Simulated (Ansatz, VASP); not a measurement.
# One calculation of HfN, two programs

The input INCAR:

```
SYSTEM = HfN
PREC = Accurate ; ENCUT = 520
EDIFF = 1E-6 ; ISMEAR = 0
SIGMA = 0.15 ; LREAL = .FALSE.
LASPH = .TRUE. ; NELM = 60
ALGO = Normal ; ISIF = 2
LWAVE = .FALSE. ; LCHARG = .FALSE.
GGA = PE ; NBANDS = 14
```

Contents of KPOINTS:

```
Automatic mesh
0
G
  16 16 16
  0 0 0
```

Contents of POSCAR:

```
HfN
1.0
    0.0000000000      2.3320809000      2.4548220000
    2.3320809000      0.0000000000      2.4548220000
    2.3320809000      2.3320809000      0.0000000000
Hf N
1 1
Direct
    0.0000000000      0.0000000000      0.0000000000
    0.7500000000      0.7500000000      0.7500000000
```

Input for Ansatz:

```yaml
crystal:
  lattice:
    - [0.0, 2.3320809, 2.454822]
    - [2.3320809, 0.0, 2.454822]
    - [2.3320809, 2.3320809, 0.0]
  atoms:
    - { symbol: Hf, position: [0.0, 0.0, 0.0] }
    - { symbol: "N", position: [0.75, 0.75, 0.75] }
basis:
  ecutwfc: 420
kpoints:
  mp_grid: { grid: [16, 16, 16] }
hamiltonian:
  xc: pbe
scf:
  occupations: { method: gaussian, width: 0.15 }
output:
  forces: true
  stress: true
  eigenvalues: true
```

Change from the starting cell: strain -0.050 along x and y, +0.000 along z, atoms carried along.

Alike in both runs: task single point; functional PBE; k mesh 16 × 16 × 16; occupations gaussian, width 0.15 eV; no spin polarisation.

|  | VASP | Ansatz |
| --- | --- | --- |
| version | VASP 6.6.1 | Ansatz 0.2.0 |
| potentials or method | VASP PAW PBE potentials, release 64 (Hf_pv, N), cutoff 520 eV | scalar-relativistic, plane waves, PAW |
| valence electrons in the cell | 15 | 31 |

Ansatz gave:

| Property | Result |
| --- | --- |
| gap on the k mesh at the Fermi level (eV) | none |
| pressure (GPa) | 24.8 |
| traceless stress, the component that is largest in VASP (GPa) | -5.42 |

Estimate VASP's values.

gap on the k mesh at the Fermi level (eV): none; pressure (GPa): 24.0; traceless stress, the component that is largest in VASP (GPa): -5.40.

A gap of «none» marks a metal or a gap that the smearing closes. VASP's potentials hold 15 valence electrons a cell and Ansatz's 31, so a difference there can come from the potentials and not from the codes.

Spin-orbit coupling is off throughout.
